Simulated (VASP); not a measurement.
# CsNiN: single point with PBE

The system is CsNiN.

```
Cs Ni N
1.0
     4.43277    0.00000    0.00000
    -2.21638    3.83889    0.00000
     0.00000    0.00000    3.30770
Cs Ni N
1 1 1
Direct
  0.66667 0.33333 0.50000
  0.33333 0.66667 0.00000
  0.33333 0.66667 0.50000
```

```
Program                : VASP 6.6.1
Task                   : single point
Functional             : PBE
Potentials or basis    : VASP PAW PBE potentials, release 64 (Cs_sv, Ni, N)
Cutoff                 : 520 eV
k mesh                 : 6 × 6 × 8
Occupations            : fermi-dirac, width 0.05 eV
Spin                   : collinear spin, ferromagnetic start
Starting moments       : [0.0, 1.0, 0.0] μB
Dipole correction      : no
Further INCAR settings : ALGO = Normal; EDIFF = 1e-06; NBANDS = 23
```

| Property | Result |
| --- | --- |
| Pressure | 30.4 GPa |
| Band gap on the k mesh | zero (filled and empty bands overlap) |
| Net moment | 0.00 μB per cell |
| Valence electrons inside the program's atomic spheres | Cs 6.72; Ni 9.94; N 3.77 |

Stress tensor (GPa, compression positive):
```
30.55  0.00  0.00
 0.00 30.55  0.00
 0.00  0.00 29.99
```

Levels at points of the mesh, in eV from the Fermi level:
Spin up:
```tsv
k point	band 8	band 9	band 10	band 11	band 12	band 13	band 14	band 15	band 16	band 17
(0.00, 0.00, 0.00)	-2.34	-2.29	-2.27	-2.27	-1.11	-1.11	2.69	4.31	7.64	7.64
(0.50, 0.00, 0.00)	-2.29	-2.08	-1.60	-1.57	-1.06	-0.99	2.88	4.47	6.59	7.74
(0.00, 0.00, 0.50)	-4.25	-1.70	-1.70	-0.34	1.30	1.30	4.13	4.13	5.90	7.64
(0.50, 0.00, 0.50)	-3.43	-1.87	-1.48	-1.39	1.52	1.84	2.52	3.30	6.10	8.87
```
Spin down:
| k point | band 10 | band 11 | band 12 | band 13 | band 14 | band 15 |
| --- | --- | --- | --- | --- | --- | --- |
| (0.00, 0.00, 0.00) | -2.27 | -2.27 | -1.11 | -1.11 | 2.69 | 4.31 |
| (0.50, 0.00, 0.00) | -1.60 | -1.57 | -1.06 | -0.99 | 2.88 | 4.47 |
| (0.00, 0.00, 0.50) | -1.70 | -0.34 | 1.30 | 1.30 | 4.13 | 4.13 |
| (0.50, 0.00, 0.50) | -1.48 | -1.39 | 1.52 | 1.84 | 2.52 | 3.30 |

Wall time 63 s on 1 thread of AMD EPYC 9R45 96-Core Processor (Zen 5), on a shared host, peak memory 0.23 GiB.

Caveat: the cell stands under pressure; spin-orbit coupling is left out, which moves the levels of the heavy elements. With open d or f shells a metallic result of PBE can be an artefact of self-interaction; +U or a hybrid may open a gap.
